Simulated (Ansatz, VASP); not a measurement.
KTaO3: VASP beside Ansatz

The input INCAR:

```
SYSTEM = KTaO3
ALGO = Normal
EDIFF = 1E-7
EDIFFG = -0.01
ENCUT = 600
GGA = PE
IBRION = 2
ISIF = 3
ISMEAR = -1
LASPH = .True.
LCHARG = .False.
LREAL = .False.
LWAVE = .False.
NELM = 60
NSW = 80
PREC = Accurate
SIGMA = 0.01
```

Contents of KPOINTS:

```
k-points
0
Gamma
  8 8 8
  0 0 0
```

The input POSCAR:

```
KTaO3
1.0
    3.9883000000      0.0000000000      0.0000000000
    0.0000000000      3.9883000000      0.0000000000
    0.0000000000      0.0000000000      3.9883000000
K Ta O
1 1 3
Direct
    0.5000000000      0.5000000000      0.5000000000
    0.0000000000      0.0000000000      0.0000000000
    0.5000000000      0.0000000000      0.0000000000
    0.0000000000      0.5000000000      0.0000000000
    0.0000000000      0.0000000000      0.5000000000
```

Input for Ansatz:

```yaml
crystal:
  lattice:
    - [3.9883, 0.0, 0.0]
    - [0.0, 3.9883, 0.0]
    - [0.0, 0.0, 3.9883]
  atoms:
    - { symbol: K, position: [0.5, 0.5, 0.5] }
    - { symbol: Ta, position: [0.0, 0.0, 0.0] }
    - { symbol: O, position: [0.5, 0.0, 0.0] }
    - { symbol: O, position: [0.0, 0.5, 0.0] }
    - { symbol: O, position: [0.0, 0.0, 0.5] }
kpoints:
  mp_grid:
    grid: [8, 8, 8]
hamiltonian:
  xc: pbe
scf:
  occupations:
    method: fermi_dirac
    width: 0.01
relax:
  cell: {}
```

Alike in both runs: task relaxation of cell and atoms; functional PBE; k mesh 8 × 8 × 8; occupations fermi-dirac, width 0.01 eV; no spin polarisation.

|  | VASP | Ansatz |
| --- | --- | --- |
| version | VASP 6.6.1 | Ansatz 0.2.0 |
| potentials or method | VASP PAW PBE potentials, release 64 (K_sv, Ta_pv, O) | plane waves, PAW |
| plane-wave cutoff (eV) | 600 | 420 |
| valence electrons in the cell | 38 | 40 |

```csv
,VASP,Ansatz,Ansatz less VASP
relaxed volume (Å³/atom),13.07,13.04,-0.033
relaxed length of the cell vector where the two differ most in proportion (Å),4.028,4.024,-0.0034
```

VASP's potentials hold 38 valence electrons a cell and Ansatz's 40, so a difference there can come from the potentials and not from the codes.

Spin-orbit coupling is off throughout.
